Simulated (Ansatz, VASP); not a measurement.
# One calculation of Ca, two programs

Contents of INCAR:

```
PREC = Accurate
ENCUT = 520
EDIFF = 1E-7
ISMEAR = 0
SIGMA = 0.15
LREAL = F
LASPH = T
NELM = 60
ALGO = Normal
ISIF = 2
LWAVE = F
LCHARG = F
GGA = PS
NBANDS = 11
```

File KPOINTS:

```
regular mesh
0
Gamma
  14 14 14
```

Contents of POSCAR:

```
Ca
1.0
    0.0000000000      2.7522870000      2.8361130000
    2.7522870000      0.0000000000      2.8361130000
    2.7522870000      2.7522870000      0.0000000000
Ca
1
Direct
    0.0000000000      0.0000000000      0.0000000000
```

Input for Ansatz:

```yaml
crystal:
  lattice:
    - [0.0, 2.752287, 2.836113]
    - [2.752287, 0.0, 2.836113]
    - [2.752287, 2.752287, 0.0]
  atoms:
    - { symbol: Ca, position: [0.0, 0.0, 0.0] }
basis:
  ecutwfc: 420
kpoints:
  mp_grid: { grid: [14, 14, 14] }
hamiltonian:
  xc: pbesol
scf:
  occupations: { method: gaussian, width: 0.15 }
output:
  forces: true
  stress: true
  eigenvalues: true
```

Change from the starting cell: strain -0.015 along x and y, +0.015 along z, atoms carried along.

Alike in both runs: task single point; functional PBEsol; k mesh 14 × 14 × 14; occupations gaussian, width 0.15 eV; no spin polarisation.

|  | VASP | Ansatz |
| --- | --- | --- |
| version | VASP 6.6.1 | Ansatz 0.2.0 |
| potentials or method | VASP PAW PBE potentials, release 64 (Ca_sv), cutoff 520 eV | scalar-relativistic, plane waves, PAW |
| valence electrons in the cell | 10 | 10 |

```csv
,VASP,Ansatz,Ansatz less VASP
gap on the k mesh at the Fermi level (eV),none,none,-
pressure (GPa),-0.9,-0.9,-0.01
"traceless stress, the component that is largest in VASP (GPa)",-0.18,-0.18,0.000
```

VASP's potentials were made for PBE, not for PBEsol. A gap of «none» marks a metal or a gap that the smearing closes. With one functional, cell and mesh, what is left measures potentials, basis and numerics.
